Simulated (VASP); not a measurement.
Set up this calculation in VASP 6.6.1, as the native input.

| Item | Value |
| --- | --- |
| Task | relaxation of cell and atoms |
| Functional | PBE |
| Potentials or basis | VASP PAW PBE potentials, release 64 (Na_pv, B) |
| Cutoff | 600 eV |
| k mesh | 14 × 14 × 14 |
| Occupations | fermi-dirac, width 0.1 eV |
| Spin | no spin polarisation |
| Dipole correction | no |
| Further INCAR settings | ALGO = Normal; EDIFF = 1e-06; IBRION = 2; EDIFFG = -0.01; NSW = 80; ISIF = 3 |

The structure of NaB lies in POSCAR:

```
NaB
1.0
    0.0000000000      2.6838690000      2.6838690000
    2.6838690000      0.0000000000      2.6838690000
    2.6838690000      2.6838690000      0.0000000000
Na B
1 1
Direct
    0.0000000000      0.0000000000      0.0000000000
    0.5000000000      0.5000000000      0.5000000000
```

One way to write it, as run:

INCAR

```
SYSTEM = NaB
PREC = Accurate
ENCUT = 600
EDIFF = 1E-6
ISMEAR = -1
SIGMA = 0.1
LREAL = .FALSE.
LASPH = .TRUE.
NELM = 60
ALGO = Normal
ISIF = 3
LWAVE = .FALSE.
LCHARG = .FALSE.
GGA = PE
IBRION = 2
NSW = 80
EDIFFG = -0.01
```

KPOINTS

```
Automatic mesh
0
G
  14 14 14
  0 0 0
```

Potentials or basis: VASP PAW PBE potentials, release 64 (Na_pv, B).

Launch:

```console
$ cat potpaw_PBE.64/Na_pv/POTCAR potpaw_PBE.64/B/POTCAR > POTCAR
$ mpirun -np 1 vasp_std > vasp.out
```

Results of the run:

| Quantity | Value |
| --- | --- |
| Relaxed volume | 19.47 Å³/atom |
| Relaxed cell | a = 3.805 Å, b = 3.805 Å, c = 3.805 Å, α = 60.00°, β = 60.00°, γ = 60.00° |
| Space group after relaxing (to 0.1 Å) | Fm-3m (No. 225) |
| Energy gained by relaxing | 0.1 meV/atom |
| Ionic steps | 3 |
| Pressure after relaxing | 0.0 GPa |
| Band gap on the k mesh | zero (bands 5 and 6 overlap by 2.91 eV) |

It took 29 s on 1 thread of Intel(R) Xeon(R) 6975P-C (Granite Rapids), on a shared host, peak memory 0.19 GiB.
